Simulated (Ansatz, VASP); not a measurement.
## One calculation of WSe2, two programs

Contents of INCAR:

```
SYSTEM = WSe2
ALGO = Normal
EDIFF = 1E-6
ENCUT = 520
GGA = PE
ISIF = 2
ISMEAR = 0
IVDW = 12
LASPH = .TRUE.
LCHARG = .FALSE.
LREAL = .FALSE.
LWAVE = .FALSE.
NBANDS = 20
NELM = 100
PREC = Accurate
SIGMA = 0.05
```

KPOINTS

```
k-points
0
G
  9 9 4
  0 0 0
```

Contents of POSCAR:

```
WSe2
1.0
    3.2329475091      0.0000000000      0.0000000000
   -1.6164737546      2.7998146720      0.0000000000
    0.0000000000      0.0000000000      7.2065632926
W Se
1 2
Direct
    0.0000000000      0.0000000000      0.0000000000
    0.3333333333      0.6666666667      0.2405528385
    0.3333333333      0.6666666667      0.7594471615
```

Input for Ansatz:

```yaml
crystal:
  lattice:
    - [3.2329475091, 0.0, 0.0]
    - [-1.6164737546, 2.799814672, 0.0]
    - [0.0, 0.0, 7.2065632926]
  atoms:
    - { symbol: W, position: [0.0, 0.0, 0.0] }
    - { symbol: Se, position: [0.3333333333, 0.6666666667, 0.2405528385] }
    - { symbol: Se, position: [0.3333333333, 0.6666666667, 0.7594471615] }
basis:
  ecutwfc: 420
kpoints:
  mp_grid: { grid: [9, 9, 4] }
hamiltonian:
  xc: pbe
  pseudopotentials: { kind: paw, azcp: { folder: soft_1 } }
  dispersion: d3bj
scf:
  occupations: { method: gaussian, width: 0.05 }
output:
  forces: true
  stress: true
  eigenvalues: true
```

Alike in both runs: task single point; functional PBE; dispersion D3(BJ); k mesh 9 × 9 × 4; occupations gaussian, width 0.05 eV; no spin polarisation.

|  | VASP | Ansatz |
| --- | --- | --- |
| version | VASP 6.6.1 | Ansatz 0.2.0 |
| potentials or method | VASP PAW PBE potentials, release 64 (W_sv, Se), cutoff 520 eV | scalar-relativistic, plane waves, PAW |
| valence electrons in the cell | 26 | 46 |

|  | VASP | Ansatz | Ansatz less VASP |
| --- | --- | --- | --- |
| gap on the k mesh at the Fermi level (eV) | 1.19 | 1.19 | -0.001 |
| least direct gap on the mesh (eV) | 1.91 | 1.91 | +0.004 |
| pressure (GPa) | -0.3 | -0.6 | -0.29 |
| traceless stress, the component that is largest in VASP (GPa) | -4.19 | -4.27 | -0.079 |
| rms of the force components (eV/Å) | 0.203 | 0.225 | +0.0215 |

Atom by atom the forces differ by 0.022 eV/Å (rms over components). VASP's potentials hold 26 valence electrons a cell and Ansatz's 46, so a difference there can come from the potentials and not from the codes.

Spin-orbit coupling is off throughout.
